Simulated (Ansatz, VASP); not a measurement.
## Two plane-wave programs on TiB2

INCAR

```
SYSTEM = TiB2
PREC = Accurate ; ENCUT = 520
EDIFF = 1E-6 ; ISMEAR = -1
SIGMA = 0.05 ; LREAL = .FALSE.
LASPH = .TRUE. ; NELM = 150
ALGO = Normal ; ISIF = 2
LWAVE = .FALSE. ; LCHARG = .TRUE.
LMAXMIX = 4 ; LDAU = .TRUE.
LDAUTYPE = 2 ; LDAUL = 2 -1
LDAUU = 8 0 ; LDAUJ = 0 0
LDAUPRINT = 1 ; LELF = .TRUE.
LVHAR = .TRUE. ; NBANDS = 16
```

Contents of KPOINTS:

```
Automatic mesh
0
G
  10 10 8
  0 0 0
```

Contents of POSCAR:

```
TiB2
1.0
    3.0292000000      0.0000000000      0.0000000000
   -1.5146000000      2.6233641531      0.0000000000
    0.0000000000      0.0000000000      3.2284000000
Ti B
1 2
Direct
    0.0000000000      0.0000000000      0.0000000000
    0.6666666667      0.3333333333      0.5000000000
    0.3333333333      0.6666666667      0.5000000000
```

File input.yaml:

```yaml
crystal:
  lattice:
    - [3.0292, 0.0, 0.0]
    - [-1.5146, 2.6233641531, 0.0]
    - [0.0, 0.0, 3.2284]
  atoms:
    - { symbol: Ti, position: [0.0, 0.0, 0.0] }
    - { symbol: B, position: [0.6666666667, 0.3333333333, 0.5] }
    - { symbol: B, position: [0.3333333333, 0.6666666667, 0.5] }
hamiltonian:
  xc: lda
  pseudopotentials: { kind: paw }
  hubbard: { sites: [{ species: Ti, l: d, u_eff: 8.0 }] }
kpoints:
  mp_grid: { grid: [10, 10, 8] }
scf:
  occupations: { method: fermi_dirac, width: 0.05 }
  n_extra_bands: 7
output:
  forces: true
  stress: true
  eigenvalues: true
  dos: { projected: true, de: 0.05, nscf_kmesh: { grid: [15, 15, 12] } }
```

Alike in both runs: functional LDA; k mesh 10 × 10 × 8; occupations fermi-dirac, width 0.05 eV; no spin polarisation; Hubbard terms Ti d U = 8.0 eV.

```csv
,VASP,Ansatz
version,VASP 6.6.1,Ansatz 0.2.0
potentials or method,"VASP PAW LDA potentials, release 64 (Ti_sv, B)",Ansatz PAW
plane-wave cutoff (eV),520,420
valence electrons in the cell,18,18
task,single point,projected density of states
```

```csv
,VASP,Ansatz,Ansatz less VASP
gap on the k mesh at the Fermi level (eV),none,none,-
pressure (GPa),5.8,-3.4,-9.19
"traceless stress, the component that is largest in VASP (GPa)",4.69,4.90,+0.206
```

LDA's correlation is that of Perdew and Zunger in VASP and of Perdew and Wang (1992) in Ansatz. The programs project onto different local orbitals, so the same U acts differently, and such runs can settle in different states. A gap of «none» marks a metal or a gap that the smearing closes.
